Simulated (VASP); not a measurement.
# AlN (Fm-3m) in VASP: notebook, part 2 of 2

VASP 6.6.1. Earlier steps stand in the parts before.

### 3 Single point, r2SCAN (volume scaled by 0.960)

The input, POSCAR:

```
AlN
1.0
    0.0000000000      1.9914889927      1.9914889927
    1.9914889927      0.0000000000      1.9914889927
    1.9914889927      1.9914889927      0.0000000000
Al N
1 1
Direct
    0.5000000000      0.5000000000      0.5000000000
    0.0000000000      0.0000000000      0.0000000000
```

The input, INCAR.step1:

```
PREC = Accurate
ENCUT = 520
ISMEAR = 0
SIGMA = 0.05
LREAL = False
LASPH = True
NELM = 100
NBANDS = 11
GGA = PE
ALGO = Normal
EDIFF = 1E-4
LWAVE = True
LCHARG = False
```

The input, INCAR.step2:

```
PREC = Accurate
ENCUT = 520
EDIFF = 1E-6
ISMEAR = 0
SIGMA = 0.05
LREAL = False
LASPH = True
NELM = 100
ALGO = Normal
ISIF = 2
LWAVE = False
LCHARG = False
METAGGA = R2SCAN
LMIXTAU = True
NBANDS = 11
ISTART = 1
```

The input, KPOINTS:

```
regular mesh
0
Gamma
  8 8 8
```

Potentials or basis: VASP PAW PBE potentials, release 64 (Al, N).

The run is started by

```bash
cat potpaw_PBE.64/Al/POTCAR potpaw_PBE.64/N/POTCAR > POTCAR
cp INCAR.step1 INCAR
mpirun -np 1 vasp_std > vasp.out
cp INCAR.step2 INCAR
mpirun -np 1 vasp_std > vasp.out
```

OUTCAR:

```text
PREC = Accurate
   ENCUT = 520
   EDIFF = 1E-6
   ISMEAR = 0
   LREAL = False
   LASPH = True
   NELM = 100
   ISIF = 2
   METAGGA = R2SCAN
   ISTART = 1

 ion  position               nearest neighbor table
   1  0.500  0.500  0.500-   2 1.99   2 1.99   2 1.99   2 1.99   2 1.99   2 1.99
   2  0.000  0.000  0.000-   1 1.99   1 1.99   1 1.99   1 1.99   1 1.99   1 1.99

  LATTYP: Found a face centered cubic cell.
 ALAT       =     3.9829779854

  Lattice vectors:

 A1 = (   0.0000000000,   1.9914889927,   1.9914889927)
 A2 = (   1.9914889927,   0.0000000000,   1.9914889927)
 A3 = (   1.9914889927,   1.9914889927,   0.0000000000)

Analysis of symmetry for initial positions (statically):
=====================================================================
 Subroutine PRICEL returns:
 Original cell was already a primitive cell.

 Routine SETGRP: Setting up the symmetry group for a
 face centered cubic supercell.

 Subroutine GETGRP returns: Found 48 space group operations
 (whereof 48 operations were pure point group operations)
 out of a pool of 48 trial point group operations.

The static configuration has the point symmetry O_h .

Analysis of symmetry for dynamics (positions and initial velocities):
=====================================================================
 Subroutine PRICEL returns:
 Original cell was already a primitive cell.

 Routine SETGRP: Setting up the symmetry group for a
 face centered cubic supercell.

 Subroutine GETGRP returns: Found 48 space group operations
 (whereof 48 operations were pure point group operations)
 out of a pool of 48 trial point group operations.

The dynamic configuration has the point symmetry O_h .

 Subroutine INISYM returns: Found 48 space group operations
 (whereof 48 operations are pure point group operations),
 and found     1 'primitive' translations

----------------------------------------------------------------------------------------

                                     Primitive cell
[... 114 lines left out ...]
  Thomas-Fermi vector in A             =   2.435823
   LORBIT       =      0    0 simple, 1 ext, 2 COOP (PROOUT), +10 PAW based schemes
   METAGGA = R2SCAN    functional components
   LHFCALC =     F    Hartree Fock is set to
   AEXX    =    0.0000 exact exchange contribution
   IVDW    =     0    specifies the selected vdW correction
   LEPSILON=     F    determine dielectric tensor
   LRPA    =     F    only Hartree local field effects (RPA)
 non-spin polarized calculation
 Gauss-broadening in eV      SIGMA  =   0.05
  energy-cutoff  :      520.00
  volume of cell :       15.80
 maximum number of plane-waves:       444
 NGX is ok and might be reduce to    24
   NGX = 11   NGY = 11   NGZ = 11

 number of electron       7.9999999 magnetization

 Free energy of the ion-electron system (eV)
  ---------------------------------------------------
  ext. energy  EPLUGINS =         0.00000000
  ---------------------------------------------------
  free energy    TOTEN  =       -18.87474859 eV

  energy without entropy =      -18.87474859  energy(sigma->0) =      -18.87474859

 E-fermi :  10.6184     XC(G=0): -13.1042

 val. band max:       10.3651314023   @ k =   0.0000   0.0000   0.0000
 cond. band min:      16.2683575529   @ k =   0.5000   0.5000   0.0000
 fundamental gap:      5.9032261505
 Fermi energy:        10.6183595579

 k-point     1 :       0.0000    0.0000    0.0000
  band No.  band energies     occupation
      1      -8.4589      2.00000
      2      10.3651      2.00000
      3      10.3651      2.00000
      4      10.3651      2.00000
      5      17.5749      0.00000
      6      23.4288      0.00000
      7      23.4288      0.00000
      8      23.4288      0.00000
      9      29.2945      0.00000
     10      29.2945      0.00000
     11      29.3441      0.00000
[... 309 lines left out ...]
 k-point    24 :      -0.3750    0.2500    0.1250
  band No.  band energies     occupation
      1      -4.5085      2.00000
      2       2.5421      2.00000
      3       6.3979      2.00000
      4       8.2043      2.00000
      5      19.9689      0.00000
      6      20.2715      0.00000
      7      24.2971      0.00000
      8      24.6932      0.00000
      9      30.1990      0.00000
     10      31.4728      0.00000
     11      34.8578      0.00000

 [... further k-points ...]
[... 5 lines left out ...]
  --------------------------------------------------------------------------------------
  -------------------------------------------------------------------------------------
  Total        1.1238298      1.1238298      1.1238298     -0.0000000      0.0000000     -0.0000000
  in kB      113.9849240    113.9849240    113.9849240     -0.0000000      0.0000000     -0.0000000
  external PRESSURE =     113.9849240 kB  Pullay stress =       0.0000000 kB

 VOLUME and BASIS-vectors are now :
 -----------------------------------------------------------------------------
  energy-cutoff  :      520.00
  volume of cell :       15.80
      direct lattice vectors                 reciprocal lattice vectors
     0.000000000  1.991488993  1.991488993    -0.251068423  0.251068423  0.251068423
     1.991488993  0.000000000  1.991488993     0.251068423 -0.251068423  0.251068423
     1.991488993  1.991488993  0.000000000     0.251068423  0.251068423 -0.251068423

 POSITION                                       TOTAL-FORCE (eV/Angst)
 -----------------------------------------------------------------------------------
      1.99149      1.99149      1.99149         0.000000      0.000000     -0.000000
      0.00000      0.00000      0.00000         0.000000      0.000000      0.000000
 -----------------------------------------------------------------------------------
    total drift:                                0.000000     -0.000000     -0.000000

  FREE ENERGIE OF THE ION-ELECTRON SYSTEM (eV)
  ---------------------------------------------------
  free  energy   TOTEN  =       -18.8747485864 eV

  energy  without entropy=      -18.8747485864  energy(sigma->0) =      -18.87474859
```

OUTCAR.step1:

```text
PREC = Accurate
   ENCUT = 520
   ISMEAR = 0
   LREAL = False
   LASPH = True
[... 558 lines left out ...]
      1.99149      1.99149      1.99149        -0.000000     -0.000000     -0.000000
      0.00000      0.00000      0.00000         0.000000      0.000000      0.000000
 -----------------------------------------------------------------------------------
    total drift:                                0.000000     -0.000000     -0.000000

  FREE ENERGIE OF THE ION-ELECTRON SYSTEM (eV)
  ---------------------------------------------------
  free  energy   TOTEN  =       -14.4878331033 eV

  energy  without entropy=      -14.4878331033  energy(sigma->0) =      -14.48783310
```

OSZICAR.step1:

```text
N       E                     dE             d eps       ncg     rms          rms(c)
DAV:   1     0.491101221642E+01    0.49110E+01   -0.39059E+03   654   0.660E+02
DAV:   2    -0.157365895404E+02   -0.20648E+02   -0.19830E+02   783   0.126E+02
DAV:   3    -0.162746326014E+02   -0.53804E+00   -0.53724E+00   773   0.174E+01
DAV:   4    -0.162763118823E+02   -0.16793E-02   -0.16792E-02   710   0.107E+00
DAV:   5    -0.162763243866E+02   -0.12504E-04   -0.12504E-04   752   0.931E-02    0.779E+00
DAV:   6    -0.145133857247E+02    0.17629E+01   -0.72676E+00   692   0.146E+01    0.280E+00
DAV:   7    -0.144931733193E+02    0.20212E-01   -0.20884E-01   727   0.325E+00    0.183E+00
DAV:   8    -0.144881266280E+02    0.50467E-02   -0.15084E-02   683   0.107E+00    0.353E-01
DAV:   9    -0.144877784735E+02    0.34815E-03   -0.13903E-03   725   0.229E-01    0.159E-01
DAV:  10    -0.144878331033E+02   -0.54630E-04   -0.13734E-04   435   0.859E-02
   1 F= -.14487833E+02 E0= -.14487833E+02  d E =-.164709E-21
```

Wall time 19 s (1 thread of Intel Xeon 8259CL, shared host); peak memory 0.14 GiB.

Results:

- Free energy: -18.8747 eV
- Pressure: 11.4 GPa
- Band gap on the k mesh: 5.90 eV, indirect (least direct gap 7.21 eV)

Levels at points of the mesh, in eV from the valence-band top:
```
           k point  band 1  band 2  band 3  band 4  band 5  band 6  band 7  band 8
(0.00, 0.00, 0.00)  -18.82    0.00    0.00    0.00    7.21   13.06   13.06   13.06
(0.50, 0.00, 0.00)  -15.40   -8.74   -1.25   -1.25    7.21   12.29   12.29   15.35
(0.50, 0.50, 0.00)  -14.37   -7.86   -3.02   -3.02    5.90    5.95   15.96   19.46
```

Caveat: the PAW data sets were made with another functional, which shifts forces and pressure a little. A k mesh can miss the band edges.
